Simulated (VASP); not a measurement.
Wanted: the native input for a VASP 6.6.1 run.

| Quantity | Value |
| --- | --- |
| Task | single point |
| Functional | r2SCAN |
| Potentials or basis | VASP PAW PBE potentials, release 64 (As) |
| Cutoff | 520 eV |
| k mesh | 7 × 7 × 9 |
| Occupations | fermi-dirac, width 0.05 eV |
| Spin | no spin polarisation |
| Dipole correction | no |
| Further INCAR settings | ALGO = Normal; EDIFF = 1e-07; NBANDS = 12 |

Crystal: As.

```
CELL_PARAMETERS angstrom
4.56640 0.00000 0.00000
-2.28320 3.95462 0.00000
0.00000 0.00000 2.83374
ATOMIC_POSITIONS crystal
As 0.33333 0.66667 0.00000
As 0.66667 0.33333 0.00000
```

This isn't the form of As at room conditions, which is rhombohedral.

The input as run:

POSCAR

```
As
1.0
    4.5664000000      0.0000000000      0.0000000000
   -2.2832000000      3.9546200000      0.0000000000
    0.0000000000      0.0000000000      2.8337400000
As
2
Direct
    0.3333300000      0.6666700000      0.0000000000
    0.6666700000      0.3333300000      0.0000000000
```

INCAR.step1

```
SYSTEM = As
PREC = Accurate
ENCUT = 520
ISMEAR = -1
SIGMA = 0.05
LREAL = .False.
LASPH = .True.
NELM = 100
NBANDS = 12
GGA = PE
ALGO = Normal
EDIFF = 1E-4
LWAVE = .True.
LCHARG = .False.
```

INCAR.step2

```
SYSTEM = As
PREC = Accurate
ENCUT = 520
EDIFF = 1E-7
ISMEAR = -1
SIGMA = 0.05
LREAL = .False.
LASPH = .True.
NELM = 100
ALGO = Normal
ISIF = 2
LWAVE = .False.
LCHARG = .True.
METAGGA = R2SCAN
LMIXTAU = .True.
LELF = .True.
LVHAR = .True.
NBANDS = 12
ISTART = 1
```

KPOINTS

```
regular mesh
0
Gamma
  7 7 9
  0 0 0
```

Potentials or basis: VASP PAW PBE potentials, release 64 (As).

Command:

```sh
$ cat potpaw_PBE.64/As/POTCAR > POTCAR
$ cp INCAR.step1 INCAR
$ mpirun -np 1 vasp_std > vasp.out
$ cp INCAR.step2 INCAR
$ mpirun -np 1 vasp_std > vasp.out
```

Results of the run:

| Quantity | Value |
| --- | --- |
| Pressure | -1.7 GPa |
| Band gap on the k mesh | zero (bands 5 and 6 overlap by 3.73 eV) |

Caveat: the PAW data sets were made with another functional, which shifts forces and pressure a little.

It took 3.5 min on 1 thread of Intel Xeon 8259CL, on a shared host, peak memory 0.2 GiB.
